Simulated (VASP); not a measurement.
Crystal: Mg3SeO.

```xyz
5
Lattice="4.4950 0.0000 0.0000 0.0000 4.4950 0.0000 0.0000 0.0000 4.4950" Properties=species:S:1:pos:R:3 pbc="T T T"
Mg    0.0000    2.2475    2.2475
Mg    2.2475    0.0000    2.2475
Mg    2.2475    2.2475    0.0000
Se    0.0000    0.0000    0.0000
O     2.2475    2.2475    2.2475
```

- Program: VASP 6.6.1
- Task: relaxation of cell and atoms
- Functional: PBE
- Potentials or basis: VASP PAW PBE potentials, release 64 (Mg, Se, O)
- Cutoff: 600 eV
- k mesh: 8 × 8 × 8
- Occupations: gaussian, width 0.1 eV
- Spin: no spin polarisation

At the start: pressure -2.5 GPa; volume 18.16 Å³/atom.

Task: Where does the relaxation end?

Result: Over 3 steps the energy falls by 6.4 meV/atom and the volume is 17.38 Å³/atom (-4.3 %); space group Pm-3m (No. 221, to 0.05 Å).

Step by step:
| step | energy change (eV) | largest force (eV/Å) | pressure (GPa) | volume (Å³) |
| --- | --- | --- | --- | --- |
| 1 | 0.0000 | 0.0000 | -2.51 | 90.82 |
| 2 | -0.0320 | 0.0000 | -0.19 | 87.14 |
| 3 | -0.0322 | 0.0000 | -0.01 | 86.88 |

Final structure:
```
Mg Se O
1.0
     4.42900    0.00000    0.00000
     0.00000    4.42900    0.00000
     0.00000    0.00000    4.42900
Mg Se O
3 1 1
Direct
  0.00000 0.50000 0.50000
  0.50000 0.00000 0.50000
  0.50000 0.50000 0.00000
  0.00000 0.00000 0.00000
  0.50000 0.50000 0.50000
```
